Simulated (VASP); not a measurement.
Input of a VASP 6.6.1 run:

The input POSCAR:

```
GaN
1.0
    0.0000000000      2.2831553320      2.2831553320
    2.2831553320      0.0000000000      2.2831553320
    2.2831553320      2.2831553320      0.0000000000
Ga N
1 1
Direct
    0.0000000000      0.0000000000      0.0000000000
    0.2500000000      0.2500000000      0.2500000000
```

The input INCAR.step1:

```
ALGO = Normal
EDIFF = 1E-5
ENCUT = 520
GGA = PE
ISIF = 2
ISMEAR = -1
LASPH = True
LCHARG = False
LREAL = False
LWAVE = True
NBANDS = 16
NELM = 100
PREC = Accurate
SIGMA = 0.05
```

INCAR.step2

```
AEXX = 0.2
AGGAC = 0.81
AGGAX = 0.72
ALDAC = 0.19
ALGO = Normal
EDIFF = 1E-6
ENCUT = 520
GGA = B3
ISIF = 2
ISMEAR = -1
ISTART = 1
LASPH = True
LCHARG = False
LHFCALC = True
LREAL = False
LWAVE = False
NBANDS = 16
NELM = 100
PREC = Accurate
PRECFOCK = Normal
SIGMA = 0.05
```

Contents of KPOINTS:

```
k-points
0
Gamma
  5 5 5
```

Potentials or basis: VASP PAW PBE potentials, release 64 (Ga_d, N).

Command:

```sh
$ cat potpaw_PBE.64/Ga_d/POTCAR potpaw_PBE.64/N/POTCAR > POTCAR
$ cp INCAR.step1 INCAR
$ mpirun -np 1 vasp_std > vasp.out
$ cp INCAR.step2 INCAR
$ mpirun -np 1 vasp_std > vasp.out
```

(1) Predict the pressure.

(2) Predict the band gap on the k mesh.

Results:

(1) -2.2 GPa.

(2) 3.13 eV.

Caveat: the k points lie up to 0.48 Å⁻¹ apart; the PAW data sets were made with another functional, which shifts forces and pressure a little.
